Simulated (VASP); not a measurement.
# Cr (Im-3m) in VASP: notebook, part 2 of 2

VASP 6.6.1. Earlier steps stand in the parts before.

### 3 Relaxation of cell and atoms, RPBE, collinear spin, ferromagnetic start

Contents of INCAR:

```
PREC     = Accurate       # precision mode
ENCUT    = 600            # plane-wave cutoff, eV
EDIFF    = 1E-7           # SCF threshold, eV
ISMEAR   = -1             # smearing method
SIGMA    = 0.05           # smearing width, eV
LREAL    = F              # projectors in reciprocal space
LASPH    = T              # aspherical terms in the spheres
NELM     = 150            # most SCF steps
ALGO     = Normal         # electronic algorithm
ISIF     = 3              # what is computed and relaxed
LWAVE    = F              # write WAVECAR
LCHARG   = F              # write CHGCAR
ISPIN    = 2              # spin polarisation
MAGMOM   = 3              # initial moments
LORBIT   = 11             # projections on sites
LMAXMIX  = 4              # l up to which the mixer works
GGA      = RP             # functional
IBRION   = 2              # ionic algorithm
NSW      = 80             # ionic steps
EDIFFG   = -0.03          # ionic threshold
```

Contents of KPOINTS:

```
regular mesh
0
Gamma
  14 14 14
```

Contents of POSCAR:

```
Cr
1.0
   -1.4419500000      1.4419500000      1.4419500000
    1.4419500000     -1.4419500000      1.4419500000
    1.4419500000      1.4419500000     -1.4419500000
Cr
1
Direct
    0.0000000000      0.0000000000      0.0000000000
```

Potentials or basis: VASP PAW PBE potentials, release 64 (Cr_pv).

Command:

```
$ cat potpaw_PBE.64/Cr_pv/POTCAR > POTCAR
$ mpirun -np 1 vasp_std > vasp.out
```

OUTCAR:

```text
PREC = Accurate
   ENCUT = 600
   EDIFF = 1E-7
   ISMEAR = -1
   LREAL = F
   LASPH = T
   NELM = 150
   ISIF = 3
   ISPIN = 2
   LORBIT = 11
   GGA = RP
   IBRION = 2
   NSW = 80
   EDIFFG = -0.03

 ion  position               nearest neighbor table
   1  0.000  0.000  0.000-

  LATTYP: Found a body centered cubic cell.
 ALAT       =     2.8839000000

  Lattice vectors:

 A1 = (  -1.4419500000,   1.4419500000,   1.4419500000)
 A2 = (   1.4419500000,  -1.4419500000,   1.4419500000)
 A3 = (   1.4419500000,   1.4419500000,  -1.4419500000)

Analysis of symmetry for initial positions (statically):
=====================================================================
 Subroutine PRICEL returns:
 Original cell was already a primitive cell.

 Routine SETGRP: Setting up the symmetry group for a
 body centered cubic supercell.

 Subroutine GETGRP returns: Found 48 space group operations
 (whereof 48 operations were pure point group operations)
 out of a pool of 48 trial point group operations.

The static configuration has the point symmetry O_h .

Analysis of symmetry for dynamics (positions and initial velocities):
=====================================================================
 Subroutine PRICEL returns:
 Original cell was already a primitive cell.

 Routine SETGRP: Setting up the symmetry group for a
 body centered cubic supercell.

 Subroutine GETGRP returns: Found 48 space group operations
 (whereof 48 operations were pure point group operations)
[... 241 lines left out ...]
  ---------------------------------------------------
  ext. energy  EPLUGINS =         0.00000000
  ---------------------------------------------------
  free energy    TOTEN  =        -8.98667214 eV

  energy without entropy =       -8.97794755  energy(sigma->0) =       -8.98230985

 E-fermi :  10.8864     XC(G=0): -13.4477

 val. band max:       10.8757689909   @ k =  -0.2857   0.3571   0.2143
 cond. band min:      10.8982499960   @ k =  -0.3571   0.3571   0.2857
 fundamental gap:      0.0224810050
 Fermi energy:        10.8864488010

 spin component 1

 k-point     1 :       0.0000    0.0000    0.0000
  band No.  band energies     occupation
      1     -32.0059      1.00000
      2     -32.0059      1.00000
      3     -32.0059      1.00000
      4       3.0195      1.00000
      5       9.9308      1.00000
      6       9.9308      1.00000
      7       9.9308      1.00000
      8      11.9485      0.00000
      9      11.9485      0.00000
     10      17.9631      0.00000
     11      32.9507      0.00000
     12      32.9507      0.00000
[... 333 lines left out ...]
      1     -32.6569      1.00000
      2     -32.5240      1.00000
      3     -32.1101      1.00000
      4       7.9014      1.00000
      5       8.5735      1.00000
      6       9.0085      1.00000
      7      12.0606      0.00000
      8      12.3210      0.00000
      9      17.9468      0.00000
     10      18.2023      0.00000
     11      20.1030      0.00000
     12      22.3064      0.00000

 [... further k-points ...]

 spin component 2

 k-point     1 :       0.0000    0.0000    0.0000
  band No.  band energies     occupation
      1     -32.0059      1.00000
      2     -32.0059      1.00000
      3     -32.0059      1.00000
      4       3.0195      1.00000
      5       9.9308      1.00000
      6       9.9308      1.00000
      7       9.9308      1.00000
      8      11.9485      0.00000
      9      11.9485      0.00000
     10      17.9631      0.00000
     11      32.9507      0.00000
     12      32.9507      0.00000
[... 373 lines left out ...]
  FREE ENERGIE OF THE ION-ELECTRON SYSTEM (eV)
  ---------------------------------------------------
  free  energy   TOTEN  =        -8.9866721416 eV

  energy  without entropy=       -8.9779475535  energy(sigma->0) =       -8.98230985

 reached required accuracy - stopping structural energy minimisation

 total charge

# of ion       s       p       d       tot
------------------------------------------
    1        0.448   6.394   4.182  11.024

 magnetization (x)

# of ion       s       p       d       tot
------------------------------------------
    1       -0.000   0.000  -0.000  -0.000
```

OSZICAR:

```text
N       E                     dE             d eps       ncg     rms          rms(c)
DAV:   1     0.895619886935E+02    0.89562E+02   -0.73582E+03  5008   0.126E+03
DAV:   2    -0.781511966516E+01   -0.97377E+02   -0.94004E+02  5056   0.313E+02
[... 27 lines left out ...]
DAV:   1    -0.915086867479E+01   -0.17174E+00   -0.22842E+00  4992   0.271E+01    0.328E+00
DAV:   2    -0.899163203714E+01    0.15924E+00   -0.43308E-01  5104   0.112E+01    0.535E-01
DAV:   3    -0.898774173697E+01    0.38903E-02   -0.63575E-03  5120   0.136E+00    0.300E-01
DAV:   4    -0.898668012908E+01    0.10616E-02   -0.17741E-03  5264   0.593E-01    0.502E-02
DAV:   5    -0.898667257261E+01    0.75565E-05   -0.39934E-05  5088   0.963E-02    0.252E-02
DAV:   6    -0.898667222112E+01    0.35149E-06   -0.11424E-06  5088   0.162E-02    0.137E-03
DAV:   7    -0.898667214164E+01    0.79478E-07   -0.33605E-08  3000   0.259E-03
   3 F= -.89866721E+01 E0= -.89823098E+01  d E =-.305645E-02  mag=    -0.0000
```

CONTCAR:

```text
Cr
   1.00000000000000
    -1.4330807317497658    1.4330807317497658    1.4330807317497658
     1.4330807317497658   -1.4330807317497658    1.4330807317497658
     1.4330807317497658    1.4330807317497658   -1.4330807317497658
  Cr
     1
Direct
     0.0000000000000000    0.0000000000000000    0.0000000000000000

  0.00000000E+00  0.00000000E+00  0.00000000E+00
```

It took 94 s on 1 thread of Intel Xeon 8259CL, shared host; peak memory 0.16 GiB.

Results:

```yaml
Free_energy: -8.9867 eV
Relaxed_volume: 11.77 Å³/atom
Relaxed_cell: a = 2.482 Å, b = 2.482 Å, c = 2.482 Å, α = 109.47°, β = 109.47°, γ = 109.47°
Space_group_after_relaxing_to_0.1_Å: Im-3m (No. 229)
Energy_gained_by_relaxing: 3.1 meV/atom
Ionic_steps: 3
Pressure_after_relaxing: 0.0 GPa
Band_gap_on_the_k_mesh: zero (filled and empty bands overlap)
Net_moment: 0.00 μB per cell
Valence_electrons_inside_the_program's_atomic_spheres: Cr 11.02
```

The path:
| step | energy change (eV) | largest force (eV/Å) | pressure (GPa) | volume (Å³) |
| --- | --- | --- | --- | --- |
| 1 | 0.0000 | 0.0000 | -4.34 | 11.99 |
| 2 | 0.0045 | 0.0000 | 7.45 | 11.44 |
| 3 | -0.0031 | 0.0000 | -0.02 | 11.77 |

Final structure:
```yaml
crystal:
  lattice:
    - [-1.43308, 1.43308, 1.43308]
    - [1.43308, -1.43308, 1.43308]
    - [1.43308, 1.43308, -1.43308]
  atoms:
    - { symbol: Cr, position: [0.00000, 0.00000, 0.00000] }
```

Caveat: the PAW data sets were made with another functional, which shifts forces and pressure a little.

### 4 Relaxation of cell and atoms, PBE+D3(BJ), collinear spin, ferromagnetic start

Contents of INCAR:

```
PREC = Accurate ; ENCUT = 600
EDIFF = 1E-7 ; ISMEAR = -1
SIGMA = 0.05 ; LREAL = F
LASPH = T ; NELM = 150
ALGO = Normal ; ISIF = 3
LWAVE = F ; LCHARG = F
ISPIN = 2 ; MAGMOM = 3
LORBIT = 11 ; LMAXMIX = 4
GGA = PE ; IVDW = 12
IBRION = 2 ; NSW = 80
EDIFFG = -0.03
```

Contents of KPOINTS:

```
Automatic mesh
0
Gamma
  14 14 14
```

POSCAR is that of step 3.

Command:

```
$ cat potpaw_PBE.64/Cr_pv/POTCAR > POTCAR
$ mpirun -np 1 vasp_std > vasp.out
```

It took 2.4 min on 1 thread of Intel Xeon 8259CL, shared host; peak memory 0.17 GiB.

The run converged. Its results:

| Item | Value |
| --- | --- |
| Free energy | -10.0188 eV |
| Relaxed volume | 11.22 Å³/atom |
| Relaxed cell | a = 2.443 Å, b = 2.443 Å, c = 2.443 Å, α = 109.47°, β = 109.47°, γ = 109.47° |
| Space group after relaxing (to 0.1 Å) | Im-3m (No. 229) |
| Energy gained by relaxing | 41.2 meV/atom |
| Ionic steps | 4 |
| Pressure after relaxing | -0.1 GPa |
| Band gap on the k mesh | zero (filled and empty bands overlap) |
| Net moment | 0.00 μB per cell |
| Valence electrons inside the program's atomic spheres | Cr 11.12 |
| Dispersion energy per atom | -0.510 eV |

Step by step:
| step | energy change (eV) | largest force (eV/Å) | pressure (GPa) | volume (Å³) |
| --- | --- | --- | --- | --- |
| 1 | 0.0000 | 0.0000 | -15.98 | 11.99 |
| 2 | 0.0900 | 0.0000 | 39.28 | 10.03 |
| 3 | -0.0411 | 0.0000 | -0.58 | 11.24 |
| 4 | -0.0412 | 0.0000 | -0.09 | 11.22 |

Final structure:
```xyz
1
Lattice="-1.4103 1.4103 1.4103 1.4103 -1.4103 1.4103 1.4103 1.4103 -1.4103" Properties=species:S:1:pos:R:3 pbc="T T T"
Cr    0.0000    0.0000    0.0000
```

Levels at points of the mesh, in eV from the Fermi level:
Spin up:
```tsv
k point	band 4	band 5	band 6	band 7	band 8	band 9
(0.00, 0.00, 0.00)	-8.04	-1.03	-1.03	-1.03	1.11	1.11
(0.50, 0.00, 0.00)	-4.66	-2.64	1.11	1.12	1.47	2.88
(0.50, 0.50, 0.50)	-4.57	-4.57	2.47	2.47	2.47	7.05
```
Spin down:
```csv
k point,band 4,band 5,band 6,band 7,band 8,band 9
"(0.00, 0.00, 0.00)",-8.04,-1.03,-1.03,-1.03,1.11,1.11
"(0.50, 0.00, 0.00)",-4.66,-2.64,1.11,1.12,1.47,2.88
"(0.50, 0.50, 0.50)",-4.57,-4.57,2.47,2.47,2.47,7.05
```

Caveat: an empty level that is flat over the whole mesh can mark a ghost state of the potentials, or a narrow d or f band.

### 5 Relaxation of cell and atoms, LDA, collinear spin, ferromagnetic start

Contents of INCAR:

```
SYSTEM = Cr
PREC     = Accurate       ! precision mode
ENCUT    = 600            ! plane-wave cutoff, eV
EDIFF    = 1E-6           ! SCF threshold, eV
ISMEAR   = -1             ! smearing method
SIGMA    = 0.05           ! smearing width, eV
LREAL    = .False.        ! projectors in reciprocal space
LASPH    = .True.         ! aspherical terms in the spheres
NELM     = 150            ! most SCF steps
ALGO     = Normal         ! electronic algorithm
ISIF     = 3              ! what is computed and relaxed
LWAVE    = .False.        ! write WAVECAR
LCHARG   = .False.        ! write CHGCAR
ISPIN    = 2              ! spin polarisation
MAGMOM   = 3              ! initial moments
LORBIT   = 11             ! projections on sites
LMAXMIX  = 4              ! l up to which the mixer works
GGA      = CA             ! functional
IBRION   = 2              ! ionic algorithm
NSW      = 80             ! ionic steps
EDIFFG   = -0.03          ! ionic threshold
```

Contents of KPOINTS:

```
Automatic mesh
0
Gamma
  14 14 14
  0 0 0
```

POSCAR is that of step 4.

Potentials or basis: VASP PAW LDA potentials, release 64 (Cr_pv).

Command:

```
$ cat potpaw_LDA.64/Cr_pv/POTCAR > POTCAR
$ mpirun -np 1 vasp_std > vasp.out
```

Run time: 1.8 min. Hardware: 1 thread of Intel Xeon 8259CL, shared host; peak memory 0.16 GiB.

The run converged. Its results:

```yaml
Free_energy: -10.6290 eV
Relaxed_volume: 10.85 Å³/atom
Relaxed_cell: a = 2.416 Å, b = 2.416 Å, c = 2.416 Å, α = 109.47°, β = 109.47°, γ = 109.47°
Space_group_after_relaxing_to_0.1_Å: Im-3m (No. 229)
Energy_gained_by_relaxing: 96.0 meV/atom
Ionic_steps: 4
Pressure_after_relaxing: -0.2 GPa
Band_gap_on_the_k_mesh: zero (filled and empty bands overlap)
Net_moment: 0.00 μB per cell
Valence_electrons_inside_the_program's_atomic_spheres: Cr 11.20
```

The path:
```tsv
step	energy change (eV)	largest force (eV/Å)	pressure (GPa)	volume (Å³)
1	0.0000	0.0000	-24.62	11.99
2	0.2822	0.0000	79.71	9.07
3	-0.0957	0.0000	-1.93	10.91
4	-0.0960	0.0000	-0.23	10.85
```

Final structure:
```
Cr
1.0
    -1.39482    1.39482    1.39482
     1.39482   -1.39482    1.39482
     1.39482    1.39482   -1.39482
Cr
1
Cartesian
  0.0000 0.0000 0.0000
```

Levels at points of the mesh, in eV from the Fermi level:
Spin up:
| k point | band 4 | band 5 | band 6 | band 7 | band 8 | band 9 |
| --- | --- | --- | --- | --- | --- | --- |
| (0.00, 0.00, 0.00) | -8.07 | -1.08 | -1.08 | -1.08 | 1.09 | 1.09 |
| (0.50, 0.00, 0.00) | -4.83 | -2.77 | 1.13 | 1.31 | 1.47 | 3.05 |
| (0.50, 0.50, 0.50) | -4.83 | -4.83 | 2.61 | 2.61 | 2.61 | 5.30 |
Spin down:
| k point | band 4 | band 5 | band 6 | band 7 | band 8 | band 9 |
| --- | --- | --- | --- | --- | --- | --- |
| (0.00, 0.00, 0.00) | -8.07 | -1.08 | -1.08 | -1.08 | 1.09 | 1.09 |
| (0.50, 0.00, 0.00) | -4.83 | -2.77 | 1.13 | 1.31 | 1.47 | 3.05 |
| (0.50, 0.50, 0.50) | -4.83 | -4.83 | 2.61 | 2.61 | 2.61 | 5.30 |
